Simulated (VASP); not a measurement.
# Ag (Fm-3m) in VASP: notebook, part 2 of 2

VASP 6.6.1.

## Step 6: Relaxation of cell and atoms, LDA

This run uses another cell than the first one, of 16.02 Å³/atom, 0.994 times its volume.

File INCAR:

```
SYSTEM = Ag
ALGO = Fast
EDIFF = 1E-7
EDIFFG = -0.001
ENCUT = 600
IBRION = 2
ISIF = 3
ISMEAR = -1
LASPH = .TRUE.
LCHARG = .FALSE.
LREAL = .FALSE.
LWAVE = .FALSE.
NELM = 100
NSW = 80
PREC = Accurate
SIGMA = 0.15
```

File KPOINTS:

```
k-points
0
G
  18 18 18
  0 0 0
```

File POSCAR:

```
Ag
1.0
    0.0000000000      2.0009086905      2.0009086905
    2.0009086905      0.0000000000      2.0009086905
    2.0009086905      2.0009086905      0.0000000000
Ag
1
Direct
    0.0000000000      0.0000000000      0.0000000000
```

Potentials or basis: VASP PAW LDA potentials, release 64 (Ag).

Started as:

```console
$ cat potpaw_LDA.64/Ag/POTCAR > POTCAR
$ mpirun -np 1 vasp_std > vasp.out
```

OUTCAR:

```text
SYSTEM = Ag
   EDIFF = 1E-7
   EDIFFG = -0.001
   ENCUT = 600
   IBRION = 2
   ISIF = 3
   ISMEAR = -1
   LASPH = .TRUE.
   LREAL = .FALSE.
   NELM = 100
   NSW = 80
   PREC = Accurate

 ion  position               nearest neighbor table
   1  0.000  0.000  0.000-

  LATTYP: Found a face centered cubic cell.
 ALAT       =     4.0018173810

  Lattice vectors:

 A1 = (   0.0000000000,   2.0009086905,   2.0009086905)
 A2 = (   2.0009086905,   0.0000000000,   2.0009086905)
 A3 = (   2.0009086905,   2.0009086905,   0.0000000000)

Analysis of symmetry for initial positions (statically):
=====================================================================
 Subroutine PRICEL returns:
 Original cell was already a primitive cell.

 Routine SETGRP: Setting up the symmetry group for a
 face centered cubic supercell.

 Subroutine GETGRP returns: Found 48 space group operations
 (whereof 48 operations were pure point group operations)
 out of a pool of 48 trial point group operations.

The static configuration has the point symmetry O_h .

Analysis of symmetry for dynamics (positions and initial velocities):
=====================================================================
 Subroutine PRICEL returns:
 Original cell was already a primitive cell.

 Routine SETGRP: Setting up the symmetry group for a
 face centered cubic supercell.

 Subroutine GETGRP returns: Found 48 space group operations
 (whereof 48 operations were pure point group operations)
 out of a pool of 48 trial point group operations.

The dynamic configuration has the point symmetry O_h .

 Subroutine INISYM returns: Found 48 space group operations
 (whereof 48 operations are pure point group operations),
 and found     1 'primitive' translations

----------------------------------------------------------------------------------------

                                     Primitive cell

  volume of cell :      16.0218

  direct lattice vectors                    reciprocal lattice vectors
     0.000000000  2.000908691  2.000908691    -0.249886465  0.249886465  0.249886465
     2.000908691  0.000000000  2.000908691     0.249886465 -0.249886465  0.249886465
     2.000908691  2.000908691  0.000000000     0.249886465  0.249886465 -0.249886465

  length of vectors
     2.829712207  2.829712207  2.829712207     0.432816054  0.432816054  0.432816054

  position of ions in fractional coordinates (direct lattice)
     0.000000000  0.000000000  0.000000000

  ion indices of the primitive-cell ions
   primitive index   ion index
                 1           1

----------------------------------------------------------------------------------------

 KPOINTS: k-points

Automatic generation of k-mesh.
 Grid dimensions read from file:
 generate k-points for:   18   18   18

 Generating k-lattice:

  Cartesian coordinates                     Fractional coordinates (reciprocal lattice)
    -0.013882581  0.013882581  0.013882581     0.055555556  0.000000000  0.000000000
     0.013882581 -0.013882581  0.013882581     0.000000000  0.055555556  0.000000000
     0.013882581  0.013882581 -0.013882581     0.000000000  0.000000000  0.055555556

  Length of vectors
     0.024045336  0.024045336  0.024045336
[... 42 lines left out ...]
   NGX,Y,Z   is equivalent  to a cutoff of  14.10, 14.10, 14.10 a.u.
   NGXF,Y,Z  is equivalent  to a cutoff of  28.20, 28.20, 28.20 a.u.
 SYSTEM =  Ag
   PREC   = accura    normal or accurate (medium, high low for compatibility)
   ISTART =      0    job   : 0-new  1-cont  2-samecut
   ICHARG =      2    charge: 1-file 2-atom 10-const
   ISPIN  =      1    spin polarized calculation?
   LNONCOLLINEAR =      F non collinear calculations
   LSORBIT =      F    spin-orbit coupling
   LASPH  =      T    aspherical Exc in radial PAW
   ENCUT  =  600.0 eV  44.10 Ry    6.64 a.u.   5.65  5.65  5.65*2*pi/ulx,y,z
   NELM   =    100;   NELMIN=  2; NELMDL= -5     # of ELM steps
   EDIFF  = 0.1E-06   stopping-criterion for ELM
   LREAL  =      F    real-space projection
   EDIFFG = -.1E-02   stopping-criterion for IOM
   NSW    =     80    number of steps for IOM
   IBRION =      2    ionic relax: 0-MD 1-quasi-New 2-CG
   NFREE  =      1    steps in history (QN), initial steepest desc. (CG)
   ISIF   =      3    stress and relaxation
   ISYM   =      2    0-nonsym 1-usesym 2-fastsym
   POTIM  = 0.5000    time-step for ionic-motion
   TEBEG  =    0.0;   TEEND  =   0.0 temperature during run
   PSTRESS=    0.0 pullay stress
   NELECT =      11.0000    total number of electrons
   NUPDOWN=      -1.0000    fix difference up-down
   EMIN   =  10.00;   EMAX   =-10.00  energy-range for DOS
   EFERMI =   0.00;   METHOD = LEGACY
   ISMEAR =    -1;   SIGMA  =   0.15  broadening in eV -4-tet -1-fermi 0-gaus
   EFERMI_NEDOS =   21; number of points for ismear=-14 and -15
   IALGO  =     68    algorithm
   IMIX   =      4    mixing-type and parameters
     AMIX     =   0.40;   BMIX     =  1.00
     AMIX_MAG =   1.60;   BMIX_MAG =  1.00
  volume/ion in A,a.u.               =      16.02       108.12
  Fermi-wavevector in a.u.,A,eV,Ry     =   1.444226  2.729191 28.378874  2.085788
  Thomas-Fermi vector in A             =   2.562545
   LORBIT       =      0    0 simple, 1 ext, 2 COOP (PROOUT), +10 PAW based schemes
   GGA     = CA    functional components
   LHFCALC =     F    Hartree Fock is set to
   AEXX    =    0.0000 exact exchange contribution
   IVDW    =     0    specifies the selected vdW correction
   LEPSILON=     F    determine dielectric tensor
   LRPA    =     F    only Hartree local field effects (RPA)
 conjugate gradient relaxation of ions
 non-spin polarized calculation
 RMM-DIIS sequential band-by-band and
  energy-cutoff  :      600.00
  volume of cell :       16.02
 maximum number of plane-waves:       547
   NGX = 11   NGY = 11   NGZ = 11

--------------------------------------- Ionic step        1  -------------------------------------------

 number of electron      11.0000002 magnetization

 Free energy of the ion-electron system (eV)
  ---------------------------------------------------
  ext. energy  EPLUGINS =         0.00000000
  ---------------------------------------------------
  free energy    TOTEN  =        -3.79223631 eV

  energy without entropy =       -3.77454546  energy(sigma->0) =       -3.78339088

------------------------ aborting loop because EDIFF is reached ----------------------------------------

  FORCE on cell =-STRESS in cart. coord.  units (eV):
  Direction    XX          YY          ZZ          XY          YZ          ZX
  --------------------------------------------------------------------------------------
  -------------------------------------------------------------------------------------
  Total        0.0108494      0.0108494      0.0108494      0.0000000      0.0000000     -0.0000000
  in kB        1.0849391      1.0849391      1.0849391      0.0000000      0.0000000     -0.0000000
  external PRESSURE =       1.0849391 kB  Pullay stress =       0.0000000 kB
[... 57 lines left out ...]
--------------------------------------- Ionic step        3  -------------------------------------------

 number of electron      11.0000002 magnetization

 Free energy of the ion-electron system (eV)
  ---------------------------------------------------
  ext. energy  EPLUGINS =         0.00000000
  ---------------------------------------------------
  free energy    TOTEN  =        -3.79224160 eV

  energy without entropy =       -3.77454625  energy(sigma->0) =       -3.78339392

 E-fermi :   9.0506     XC(G=0): -12.9477

 val. band max:        8.9786385768   @ k =   0.5000   0.2778   0.1111
 cond. band min:       9.1727992619   @ k =   0.5000   0.1111   0.0000
 fundamental gap:      0.1941606851
 Fermi energy:         9.0505748908

 k-point     1 :       0.0000    0.0000    0.0000
  band No.  band energies     occupation
      1       0.7489      2.00000
      2       4.0324      2.00000
      3       4.0324      2.00000
      4       4.0324      2.00000
      5       5.2071      2.00000
      6       5.2071      2.00000
      7      25.1745      0.00000
      8      29.0464      0.00000
      9      29.0464      0.00000
[... 265 lines left out ...]
 k-point    24 :      -0.2222    0.0556    0.0000
  band No.  band energies     occupation
      1       2.2499      2.00000
      2       4.0062      2.00000
      3       4.3073      2.00000
      4       4.3142      2.00000
      5       5.1463      2.00000
      6       5.5510      2.00000
      7      21.0580      0.00000
      8      25.6063      0.00000
      9      28.2420      0.00000

 [... further k-points ...]

------------------------ aborting loop because EDIFF is reached ----------------------------------------

  FORCE on cell =-STRESS in cart. coord.  units (eV):
  Direction    XX          YY          ZZ          XY          YZ          ZX
  --------------------------------------------------------------------------------------
  -------------------------------------------------------------------------------------
  Total       -0.0003543     -0.0003543     -0.0003543     -0.0000000     -0.0000000      0.0000000
  in kB       -0.0354014     -0.0354014     -0.0354014     -0.0000000     -0.0000000      0.0000000
  external PRESSURE =      -0.0354014 kB  Pullay stress =       0.0000000 kB
[... 16 lines left out ...]
  FREE ENERGIE OF THE ION-ELECTRON SYSTEM (eV)
  ---------------------------------------------------
  free  energy   TOTEN  =        -3.7922415953 eV

  energy  without entropy=       -3.7745462475  energy(sigma->0) =       -3.78339392

 reached required accuracy - stopping structural energy minimisation
```

OSZICAR:

```text
N       E                     dE             d eps       ncg     rms          rms(c)
DAV:   1     0.483514190802E+02    0.48351E+02   -0.63253E+03  3566   0.126E+03
DAV:   2    -0.371274602374E+01   -0.52064E+02   -0.49706E+02  3562   0.222E+02
[... 18 lines left out ...]
   2 F= -.37922383E+01 E0= -.37833888E+01  d E =-.196197E-05
       N       E                     dE             d eps       ncg     rms          rms(c)
DAV:   1    -0.379230889015E+01   -0.70626E-04   -0.12624E-03  3614   0.444E-01    0.522E-02
RMM:   2    -0.379224350282E+01    0.65387E-04   -0.13726E-04  3510   0.136E-01    0.164E-02
RMM:   3    -0.379224203226E+01    0.14706E-05   -0.28195E-06  3510   0.228E-02    0.113E-02
RMM:   4    -0.379224159459E+01    0.43767E-06   -0.58769E-07  3494   0.962E-03    0.950E-04
RMM:   5    -0.379224159534E+01   -0.75397E-09   -0.63733E-08  2276   0.284E-03
   3 F= -.37922416E+01 E0= -.37833939E+01  d E =-.528818E-05
```

Wall time 56 s (1 thread of Intel Xeon Platinum 8259CL at 2.50GHz (Skylake/Cascade Lake), shared host); peak memory 0.16 GiB.

Results:

* Free energy: -3.7922 eV
* Relaxed volume: 16.04 Å³/atom
* Relaxed cell: a = 2.831 Å, b = 2.831 Å, c = 2.831 Å, α = 60.00°, β = 60.00°, γ = 60.00°
* Space group after relaxing (to 0.05 Å): Fm-3m (No. 225)
* Energy gained by relaxing: 0.0 meV/atom
* Ionic steps: 3
* Pressure after relaxing: 0.0 GPa

Final structure:
```
Ag
1.0
     0.00000    2.00151    2.00151
     2.00151    0.00000    2.00151
     2.00151    2.00151    0.00000
Ag
1
Direct
  0.00000 0.00000 0.00000
```

## Step 7: The runs side by side

```csv
task,cell,k mesh,cutoff (eV),smearing,gap on the mesh (eV),pressure (GPa),relaxed volume (Å³/atom)
single point,"a = 2.835 Å, angles 60.0°, 1 atom",8 × 8 × 8,520,gaussian 0.1 eV,none,0.1,-
single point,"a = 2.830 Å, angles 60.0°, 1 atom",16 × 16 × 16,520,gaussian 0.1 eV,none,0.1,-
single point,"a = 2.830 Å, angles 60.0°, 1 atom",18 × 18 × 18,520,fermi-dirac 0.15 eV,none,0.1,-
relaxation of cell and atoms,"relaxed from a = 2.835 Å, angles 60.0°, 1 atom",16 × 16 × 16,600,gaussian 0.1 eV,none,0.0,16.03
relaxation of cell and atoms,"relaxed from a = 2.830 Å, angles 60.0°, 1 atom",18 × 18 × 18,600,fermi-dirac 0.15 eV,none,0.0,16.04
```

Alike in all rows: level LDA; potentials or basis VASP PAW LDA potentials, release 64 (Ag); no spin polarisation.

Absolute energies hang on the potentials; compare differences alone.
